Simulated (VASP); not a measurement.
A run of VASP 6.6.1 is set up as follows.

The input INCAR:

```
ALGO = Normal
EDIFF = 1E-6
ENCUT = 520
GGA = PE
ISIF = 2
ISMEAR = 0
IVDW = 12
LASPH = T
LCHARG = F
LREAL = F
LWAVE = F
NBANDS = 35
NELM = 100
PREC = Accurate
SIGMA = 0.05
```

The input KPOINTS:

```
k-points
0
Gamma
  12 12 4
```

POSCAR

```
SnO2
1.0
    3.2115702651      0.0000000000      0.0000000000
   -1.6057851326      2.7813014356      0.0000000000
    0.0000000000      0.0000000000     10.3427560363
Sn O
2 4
Direct
    0.0000000000      0.0000000000      0.5000000000
    0.0000000000      0.0000000000      0.0000000000
    0.6969772941      0.3939545883      0.3840197834
    0.6969772941      0.3939545883      0.0802864260
    0.3636439608      0.7272879216      0.5802864260
    0.3636439608      0.7272879216      0.8840197834
```

Potentials or basis: VASP PAW PBE potentials, release 64 (Sn_d, O).

Launch:

```bash
$ cat potpaw_PBE.64/Sn_d/POTCAR potpaw_PBE.64/O/POTCAR > POTCAR
$ mpirun -np 1 vasp_std > vasp.out
```

Task: Estimate the dispersion energy per atom.

Result: -0.165 eV.

Task: Estimate the pressure.

Result: 5.0 GPa.

Task: Estimate the band gap on the k mesh.

Result: 1.84 eV, indirect (least direct gap 1.91 eV).

Forces on the atoms (eV/Å):
```
Sn   0.000  2.395 -3.927
Sn   0.000  3.375 -4.218
O    0.000 -0.826  1.519
O    0.000 -2.978  2.610
O    0.000 -1.568  2.407
O    0.000 -0.398  1.608
```

Caveat: the cell differs from its parent crystal (all O atoms moved -0.250 Å, as atom 3 towards its neighbour atom 5 (O) at 2.749 Å); spin-orbit coupling is left out, which moves the levels of the heavy elements; forces of over 1 eV/Å act on the atoms, so gaps and moduli don't describe the material at rest. A k mesh can miss the band edges.
